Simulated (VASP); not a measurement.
# ScPt (Pm-3m) in VASP: a series of runs

ScPt is run at these levels: LDA; tasks: single point, relaxation of cell and atoms.

Program: VASP 6.6.1. These are calculated values, not measurements. Logs are shortened: lines on timing, memory, paths and dates and some standing lists are left out, and cuts for length are marked.

### 1 The cell of the first run

It takes space group Pm-3m (No. 221, cubic). Conventional cell: a = 3.235 Å, b = 3.235 Å, c = 3.235 Å, α = 90.00°, β = 90.00°, γ = 90.00°. Sc (site symmetry m-3m) has 8 Pt at 2.80 Å and 6 Sc at 3.23 Å within 3.7 Å. Pt (site symmetry m-3m) has 8 Sc at 2.80 Å and 6 Pt at 3.23 Å within 3.7 Å.

### 2 Single point, LDA

File INCAR:

```
PREC     = Accurate       # precision mode
ENCUT    = 520            # plane-wave cutoff, eV
EDIFF    = 1E-6           # SCF threshold, eV
ISMEAR   = 1              # smearing method
SIGMA    = 0.05           # smearing width, eV
LREAL    = False          # projectors in reciprocal space
LASPH    = True           # aspherical terms in the spheres
NELM     = 100            # most SCF steps
ALGO     = Normal         # electronic algorithm
ISIF     = 2              # what is computed and relaxed
LWAVE    = False          # write WAVECAR
LCHARG   = False          # write CHGCAR
NBANDS   = 18             # bands
```

File KPOINTS:

```
regular mesh
0
Gamma
  7 7 7
```

File POSCAR:

```
ScPt
1.0
    3.2347184799      0.0000000000      0.0000000000
    0.0000000000      3.2347184799      0.0000000000
    0.0000000000      0.0000000000      3.2347184799
Sc Pt
1 1
Direct
    0.5000000000      0.5000000000      0.5000000000
    0.0000000000      0.0000000000      0.0000000000
```

Potentials or basis: VASP PAW LDA potentials, release 64 (Sc_sv, Pt).

Run with:

```
> cat potpaw_LDA.64/Sc_sv/POTCAR potpaw_LDA.64/Pt/POTCAR > POTCAR
> mpirun -np 1 vasp_std > vasp.out
```

OUTCAR:

```text
PREC = Accurate
   ENCUT = 520
   EDIFF = 1E-6
   ISMEAR = 1
   LREAL = False
   LASPH = True
   NELM = 100
   ISIF = 2

 ion  position               nearest neighbor table
   1  0.500  0.500  0.500-   2 2.80   2 2.80   2 2.80   2 2.80   2 2.80   2 2.80   2 2.80   2 2.80

   2  0.000  0.000  0.000-   1 2.80   1 2.80   1 2.80   1 2.80   1 2.80   1 2.80   1 2.80   1 2.80

  LATTYP: Found a simple cubic cell.
 ALAT       =     3.2347184799

  Lattice vectors:

 A1 = (   3.2347184799,   0.0000000000,   0.0000000000)
 A2 = (   0.0000000000,   3.2347184799,   0.0000000000)
 A3 = (   0.0000000000,   0.0000000000,   3.2347184799)

Analysis of symmetry for initial positions (statically):
=====================================================================
 Subroutine PRICEL returns:
 Original cell was already a primitive cell.

 Routine SETGRP: Setting up the symmetry group for a
 simple cubic supercell.

 Subroutine GETGRP returns: Found 48 space group operations
 (whereof 48 operations were pure point group operations)
 out of a pool of 48 trial point group operations.

The static configuration has the point symmetry O_h .

Analysis of symmetry for dynamics (positions and initial velocities):
=====================================================================
 Subroutine PRICEL returns:
 Original cell was already a primitive cell.

 Routine SETGRP: Setting up the symmetry group for a
 simple cubic supercell.

 Subroutine GETGRP returns: Found 48 space group operations
 (whereof 48 operations were pure point group operations)
 out of a pool of 48 trial point group operations.

The dynamic configuration has the point symmetry O_h .

 Subroutine INISYM returns: Found 48 space group operations
 (whereof 48 operations are pure point group operations),
 and found     1 'primitive' translations

----------------------------------------------------------------------------------------

                                     Primitive cell

  volume of cell :      33.8462

  direct lattice vectors                    reciprocal lattice vectors
     3.234718480  0.000000000  0.000000000     0.309145914  0.000000000  0.000000000
     0.000000000  3.234718480  0.000000000     0.000000000  0.309145914  0.000000000
     0.000000000  0.000000000  3.234718480     0.000000000  0.000000000  0.309145914

  length of vectors
     3.234718480  3.234718480  3.234718480     0.309145914  0.309145914  0.309145914

  position of ions in fractional coordinates (direct lattice)
     0.500000000  0.500000000  0.500000000
     0.000000000  0.000000000  0.000000000

  ion indices of the primitive-cell ions
   primitive index   ion index
                 1           1
                 2           2

----------------------------------------------------------------------------------------

 KPOINTS: regular mesh

Automatic generation of k-mesh.
 Grid dimensions read from file:
 generate k-points for:    7    7    7

 Generating k-lattice:

  Cartesian coordinates                     Fractional coordinates (reciprocal lattice)
     0.044163702  0.000000000  0.000000000     0.142857143  0.000000000  0.000000000
     0.000000000  0.044163702  0.000000000     0.000000000  0.142857143  0.000000000
     0.000000000  0.000000000  0.044163702     0.000000000  0.000000000  0.142857143

  Length of vectors
     0.044163702  0.044163702  0.044163702

  Shift w.r.t. Gamma in fractional coordinates (k-lattice)
     0.000000000  0.000000000  0.000000000

 Subroutine IBZKPT returns following result:
 ===========================================

 Found     20 irreducible k-points:

 Following reciprocal coordinates:
            Coordinates               Weight
  0.000000  0.000000  0.000000      1.000000
  0.142857  0.000000  0.000000      6.000000
  0.285714  0.000000  0.000000      6.000000
  0.428571  0.000000  0.000000      6.000000
  0.142857  0.142857  0.000000     12.000000
  0.285714  0.142857  0.000000     24.000000
[... 12 lines left out ...]
  0.428571  0.428571  0.285714     24.000000
  0.428571  0.428571  0.428571      8.000000
   k-points           NKPTS =     20   k-points in BZ     NKDIM =     20   number of bands    NBANDS=     18
   number of dos      NEDOS =    301   number of ions     NIONS =      2
   total plane-waves  NPLWV =  13824
   dimension x,y,z NGX =    24 NGY =   24 NGZ =   24
   dimension x,y,z NGXF=    48 NGYF=   48 NGZF=   48
   ions per type =               1   1
   NGX,Y,Z   is equivalent  to a cutoff of  12.33, 12.33, 12.33 a.u.
   NGXF,Y,Z  is equivalent  to a cutoff of  24.67, 24.67, 24.67 a.u.
 SYSTEM =  unknown system
   PREC   = accura    normal or accurate (medium, high low for compatibility)
   ISTART =      0    job   : 0-new  1-cont  2-samecut
   ICHARG =      2    charge: 1-file 2-atom 10-const
   ISPIN  =      1    spin polarized calculation?
   LNONCOLLINEAR =      F non collinear calculations
   LSORBIT =      F    spin-orbit coupling
   LASPH  =      T    aspherical Exc in radial PAW
   ENCUT  =  520.0 eV  38.22 Ry    6.18 a.u.   6.01  6.01  6.01*2*pi/ulx,y,z
   NELM   =    100;   NELMIN=  2; NELMDL= -5     # of ELM steps
   EDIFF  = 0.1E-05   stopping-criterion for ELM
   LREAL  =      F    real-space projection
[... 7 lines left out ...]
   TEBEG  =    0.0;   TEEND  =   0.0 temperature during run
   PSTRESS=    0.0 pullay stress
   NELECT =      21.0000    total number of electrons
   NUPDOWN=      -1.0000    fix difference up-down
   EMIN   =  10.00;   EMAX   =-10.00  energy-range for DOS
   EFERMI =   0.00;   METHOD = LEGACY
   ISMEAR =     1;   SIGMA  =   0.05  broadening in eV -4-tet -1-fermi 0-gaus
   EFERMI_NEDOS =   21; number of points for ismear=-14 and -15
   IALGO  =     38    algorithm
   IMIX   =      4    mixing-type and parameters
     AMIX     =   0.40;   BMIX     =  1.00
     AMIX_MAG =   1.60;   BMIX_MAG =  1.00
  volume/ion in A,a.u.               =      16.92       114.20
  Fermi-wavevector in a.u.,A,eV,Ry     =   1.396298  2.638621 26.526572  1.949648
  Thomas-Fermi vector in A             =   2.519666
   LORBIT       =      0    0 simple, 1 ext, 2 COOP (PROOUT), +10 PAW based schemes
   GGA     = CA    functional components
   LHFCALC =     F    Hartree Fock is set to
   AEXX    =    0.0000 exact exchange contribution
   IVDW    =     0    specifies the selected vdW correction
   LEPSILON=     F    determine dielectric tensor
   LRPA    =     F    only Hartree local field effects (RPA)
 non-spin polarized calculation
 Methfessel and Paxton  Order N= 1 SIGMA  =   0.05
  energy-cutoff  :      520.00
  volume of cell :       33.85
 maximum number of plane-waves:       928
   NGX = 13   NGY = 13   NGZ = 13

 number of electron      21.0000000 magnetization

 Free energy of the ion-electron system (eV)
  ---------------------------------------------------
  ext. energy  EPLUGINS =         0.00000000
  ---------------------------------------------------
  free energy    TOTEN  =       -16.61567367 eV

  energy without entropy =      -16.61422696  energy(sigma->0) =      -16.61519143

 E-fermi :   8.0926     XC(G=0): -12.4085

 val. band max:        8.0803014748   @ k =   0.4286   0.2857   0.1429
 cond. band min:       8.1210045601   @ k =   0.4286   0.0000   0.0000
 fundamental gap:      0.0407030853
 Fermi energy:         8.0925905152

 k-point     1 :       0.0000    0.0000    0.0000
  band No.  band energies     occupation
      1     -40.8936      2.00000
      2     -19.7639      2.00000
      3     -19.7639      2.00000
      4     -19.7639      2.00000
      5      -0.0219      2.00000
      6       2.7944      2.00000
[... 10 lines left out ...]
     17      15.7303      0.00000
     18      15.7303      0.00000

 k-point     2 :       0.1429    0.0000    0.0000
  band No.  band energies     occupation
      1     -40.8883      2.00000
      2     -19.8182      2.00000
      3     -19.7614      2.00000
      4     -19.7614      2.00000
      5       0.3607      2.00000
      6       2.9325      2.00000
[... 10 lines left out ...]
     17      16.8998      0.00000
     18      16.8998      0.00000

 k-point     3 :       0.2857    0.0000    0.0000
  band No.  band energies     occupation
      1     -40.8765      2.00000
      2     -19.9384      2.00000
      3     -19.7558      2.00000
      4     -19.7558      2.00000
      5       1.3657      2.00000
      6       3.2865      2.00000
[... 10 lines left out ...]
     17      19.2856      0.00000
     18      19.2856      0.00000

 k-point     4 :       0.4286    0.0000    0.0000
  band No.  band energies     occupation
      1     -40.8670      2.00000
      2     -20.0329      2.00000
      3     -19.7513      2.00000
      4     -19.7513      2.00000
      5       2.3832      2.00000
      6       3.6354      2.00000
[... 10 lines left out ...]
     17      21.9015      0.00000
     18      21.9059      0.00000

 k-point     5 :       0.1429    0.1429    0.0000
  band No.  band energies     occupation
      1     -40.8833      2.00000
      2     -19.8210      2.00000
      3     -19.8071      2.00000
      4     -19.7583      2.00000
      5       0.7193      2.00000
      6       3.0999      2.00000
[... 10 lines left out ...]
     17      15.7485      0.00000
     18      17.6590      0.00000

 k-point     6 :       0.2857    0.1429    0.0000
  band No.  band energies     occupation
      1     -40.8719      2.00000
      2     -19.9311      2.00000
      3     -19.8041      2.00000
      4     -19.7514      2.00000
      5       1.6372      2.00000
      6       3.4190      2.00000
[... 223 lines left out ...]
 k-point    17 :       0.2857    0.2857    0.2857
  band No.  band energies     occupation
      1     -40.8468      2.00000
      2     -19.8997      2.00000
      3     -19.8946      2.00000
      4     -19.8946      2.00000
      5       3.4247      2.00000
      6       4.2097      2.00000
[... 10 lines left out ...]
     17      16.1961      0.00000
     18      16.1961      0.00000

 k-point    18 :       0.4286    0.2857    0.2857
  band No.  band energies     occupation
      1     -40.8386      2.00000
      2     -19.9805      2.00000
      3     -19.8902      2.00000
      4     -19.8838      2.00000
      5       3.4999      2.00000
      6       4.0353      2.00000
[... 10 lines left out ...]
     17      15.3670      0.00000
     18      17.9278      0.00000

 k-point    19 :       0.4286    0.4286    0.2857
  band No.  band energies     occupation
      1     -40.8305      2.00000
      2     -19.9709      2.00000
      3     -19.9702      2.00000
      4     -19.8804      2.00000
      5       3.4329      2.00000
      6       3.9658      2.00000
[... 10 lines left out ...]
     17      14.6987      0.00000
     18      17.7203      0.00000

 k-point    20 :       0.4286    0.4286    0.4286
  band No.  band energies     occupation
      1     -40.8221      2.00000
      2     -19.9664      2.00000
      3     -19.9664      2.00000
      4     -19.9646      2.00000
      5       3.6993      2.00000
      6       3.8473      2.00000
[... 10 lines left out ...]
     17      16.6445      0.00000
     18      16.6445      0.00000

------------------------ aborting loop because EDIFF is reached ----------------------------------------

  FORCE on cell =-STRESS in cart. coord.  units (eV):
  Direction    XX          YY          ZZ          XY          YZ          ZX
  --------------------------------------------------------------------------------------
  -------------------------------------------------------------------------------------
  Total        0.1553729      0.1553729      0.1553729      0.0000000      0.0000000      0.0000000
  in kB        7.3548953      7.3548953      7.3548953      0.0000000      0.0000000      0.0000000
  external PRESSURE =       7.3548953 kB  Pullay stress =       0.0000000 kB

 VOLUME and BASIS-vectors are now :
 -----------------------------------------------------------------------------
  energy-cutoff  :      520.00
  volume of cell :       33.85
      direct lattice vectors                 reciprocal lattice vectors
     3.234718480  0.000000000  0.000000000     0.309145914  0.000000000  0.000000000
     0.000000000  3.234718480  0.000000000     0.000000000  0.309145914  0.000000000
     0.000000000  0.000000000  3.234718480     0.000000000  0.000000000  0.309145914

 POSITION                                       TOTAL-FORCE (eV/Angst)
 -----------------------------------------------------------------------------------
      1.61736      1.61736      1.61736         0.000000      0.000000      0.000000
      0.00000      0.00000      0.00000         0.000000      0.000000      0.000000
 -----------------------------------------------------------------------------------
    total drift:                                0.000000      0.000000     -0.000000

  FREE ENERGIE OF THE ION-ELECTRON SYSTEM (eV)
  ---------------------------------------------------
  free  energy   TOTEN  =       -16.6156736713 eV

  energy  without entropy=      -16.6142269621  energy(sigma->0) =      -16.61519143
```

Wall time 11 s (1 thread of Intel Xeon 8259CL, shared host); peak memory 0.13 GiB.

What came out:

| Property | Result |
| --- | --- |
| Free energy | -16.6157 eV |
| Pressure | 0.7 GPa |

Caveat: spin-orbit coupling is left out, which moves the levels of the heavy elements.

### 3 Relaxation of cell and atoms, LDA

This run uses another cell than the first one, of 17.48 Å³/atom, 1.033 times its volume.

File INCAR:

```
SYSTEM = ScPt
  ALGO = Normal
  EDIFF = 1E-6
  EDIFFG = -0.01
  ENCUT = 600
  IBRION = 2
  ISIF = 3
  ISMEAR = 1
  LASPH = .True.
  LCHARG = .False.
  LREAL = .False.
  LWAVE = .False.
  NELM = 60
  NSW = 80
  PREC = Accurate
  SIGMA = 0.05
```

File KPOINTS:

```
k-points
0
Gamma
  7 7 7
  0 0 0
```

File POSCAR:

```
ScPt
1.0
    3.2700000000      0.0000000000      0.0000000000
    0.0000000000      3.2700000000      0.0000000000
    0.0000000000      0.0000000000      3.2700000000
Sc Pt
1 1
Direct
    0.5000000000      0.5000000000      0.5000000000
    0.0000000000      0.0000000000      0.0000000000
```

Potentials or basis: VASP PAW LDA potentials, release 64 (Sc_sv, Pt).

Run with:

```
> cat potpaw_LDA.64/Sc_sv/POTCAR potpaw_LDA.64/Pt/POTCAR > POTCAR
> mpirun -np 1 vasp_std > vasp.out
```

It took 42 s on 1 thread of Intel Xeon 8259CL, shared host; peak memory 0.16 GiB.

The run converged. Its results:

```
Free energy                            : -16.6163 eV
Relaxed volume                         : 17.01 Å³/atom
Relaxed cell                           : a = 3.240 Å, b = 3.240 Å, c = 3.240 Å, α = 90.00°, β = 90.00°, γ = 90.00°
Space group after relaxing (to 0.05 Å) : Pm-3m (No. 221)
Energy gained by relaxing              : 6.3 meV/atom
Ionic steps                            : 3
Pressure after relaxing                : 0.0 GPa
```

Step by step:
| step | energy change (eV) | largest force (eV/Å) | pressure (GPa) | volume (Å³) |
| --- | --- | --- | --- | --- |
| 1 | 0.0000 | 0.0000 | -4.19 | 34.97 |
| 2 | 0.0137 | 0.0000 | 6.60 | 32.70 |
| 3 | -0.0126 | 0.0000 | -0.04 | 34.03 |

Final structure:
```
Sc Pt
1.0
     3.24041    0.00000    0.00000
     0.00000    3.24041    0.00000
     0.00000    0.00000    3.24041
Sc Pt
1 1
Direct
  0.50000 0.50000 0.50000
  0.00000 0.00000 0.00000
```

Levels at points of the mesh, in eV from the Fermi level:
```csv
k point,band 8,band 9,band 10,band 11,band 12,band 13
"(0.00, 0.00, 0.00)",-2.76,-2.76,-2.76,1.62,1.62,3.71
```

Caveat: spin-orbit coupling is left out, which moves the levels of the heavy elements. LDA usually gives volumes a few per cent too small.
